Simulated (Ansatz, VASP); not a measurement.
# Ta2BeP4: VASP beside Ansatz

```xyz
7
Lattice="3.6963 0.0000 0.0000 0.0000 3.6963 0.0000 0.0000 0.0000 7.4491" Properties=species:S:1:pos:R:3 pbc="T T T"
Ta    1.8482    1.8482    0.0000
Ta    0.0000    0.0000    3.7246
Be    0.0000    0.0000    0.0000
P     1.8482    0.0000    1.8999
P     0.0000    1.8482    1.8999
P     1.8482    0.0000    5.5492
P     0.0000    1.8482    5.5492
```

Change from the starting cell: ordered mixture with vacancies on the cation sites of caesium chloride (P4/mmm, No. 123).

Alike in both runs: functional PBE; k mesh 6 × 6 × 4; occupations gaussian, width 0.1 eV; no spin polarisation.

Ansatz relaxed the structure, and its values are those at the end. VASP's run is a single point on that final structure, the one shown.

```csv
,VASP,Ansatz
version,VASP 6.6.1,Ansatz 0.2.0
potentials or method,"VASP PAW PBE potentials, release 64 (Ta_pv, Be, P), cutoff 520 eV","scalar-relativistic, plane waves, PAW"
valence electrons in the cell,44,48
```

```csv
,VASP,Ansatz,Ansatz less VASP
gap on the k mesh at the Fermi level (eV),none,none,-
pressure (GPa),-0.1,-0.1,-0.03
```

A gap of «none» marks a metal or a gap that the smearing closes. With one functional, cell and mesh, what is left measures potentials, basis and numerics. VASP's potentials hold 44 valence electrons a cell and Ansatz's 48, so a difference there can come from the potentials and not from the codes.

Spin-orbit coupling is off throughout.
